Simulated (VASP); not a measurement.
Runs of VASP 6.6.1 on HfB. The structure is that of space group I4/mmm (No. 139), or close to it. The cells are those of the table. 

```tsv
cell	gap on the mesh (eV)	pressure (GPa)
a = 3.207, b = 3.207, c = 3.398 Å, angles 58.0, 58.0, 64.0°, 2 atoms	none	30.1
a = 3.277, b = 3.277, c = 3.528 Å, angles 57.4, 57.4, 65.1°, 2 atoms	none	(a)
a = 3.139, b = 3.139, c = 3.267 Å, angles 58.6, 58.6, 62.7°, 2 atoms	none	52.7
a = 3.072, b = 3.072, c = 3.136 Å, angles 59.3, 59.3, 61.4°, 2 atoms	none	84.7
```

Alike in all rows: task single point; level PBEsol; potentials or basis VASP PAW PBE potentials, release 64 (Hf_pv, B); no spin polarisation; k mesh 18 × 18 × 18; cutoff (eV) 520; smearing gaussian 0.15 eV.

Question: Fill in the values left out.

Answer: (a) 14.2.

Caveats: the PAW data sets were made with another functional, which shifts forces and pressure a little; spin-orbit coupling is left out, which moves the levels of the heavy elements.

A k mesh can miss the band edges, and the runs leave out spin-orbit coupling on Hf.

A gap of «none» marks levels without a gap at the run's occupations.
